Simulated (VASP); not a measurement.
Set up this calculation in VASP 6.6.1, as the native input.

```yaml
Task: single point
Functional: PBEsol
Potentials_or_basis: VASP PAW PBE potentials, release 64 (Se)
Cutoff: 520 eV
k_mesh: 10 × 6 × 16
Occupations: gaussian, width 0.1 eV
Spin: no spin polarisation
Dipole_correction: no
Further_INCAR_settings: ALGO = Normal; EDIFF = 1e-06; NBANDS = 20
```

The structure of Se lies in POSCAR:

```
Se
1.0
    4.1151488462      0.0000000000      0.0000000000
    0.0000000000      8.2362415285      0.0000000000
    0.0000000000      0.0000000000      2.7064009508
Se
4
Direct
    0.6823313078      0.3808557976      0.5000776510
    0.8176686922      0.8808557976      0.4999223490
    0.3176686922      0.6191442024      0.5000776510
    0.1823313078      0.1191442024      0.4999223490
```

The input as run:

INCAR

```
PREC = Accurate ; ENCUT = 520
EDIFF = 1E-6 ; ISMEAR = 0
SIGMA = 0.1 ; LREAL = F
LASPH = T ; NELM = 100
ALGO = Normal ; ISIF = 2
LWAVE = F ; LCHARG = T
GGA = PS ; LELF = T
LVHAR = T ; NBANDS = 20
```

KPOINTS

```
regular mesh
0
Gamma
  10 6 16
```

Potentials or basis: VASP PAW PBE potentials, release 64 (Se).

Launch:

```console
$ cat potpaw_PBE.64/Se/POTCAR > POTCAR
$ mpirun -np 1 vasp_std > vasp.out
```

It gave:

The pressure is 0.1 GPa, the largest force is 0.021 eV/Å and the band gap on the k mesh is zero (bands 12 and 13 overlap by 3.92 eV).

Caveat: the PAW data sets were made with another functional, which shifts forces and pressure a little.

It took 3.8 min on 1 thread of Intel(R) Xeon(R) Platinum 8375C CPU @ 2.90GHz (Ice Lake), on a shared host, peak memory 0.4 GiB.
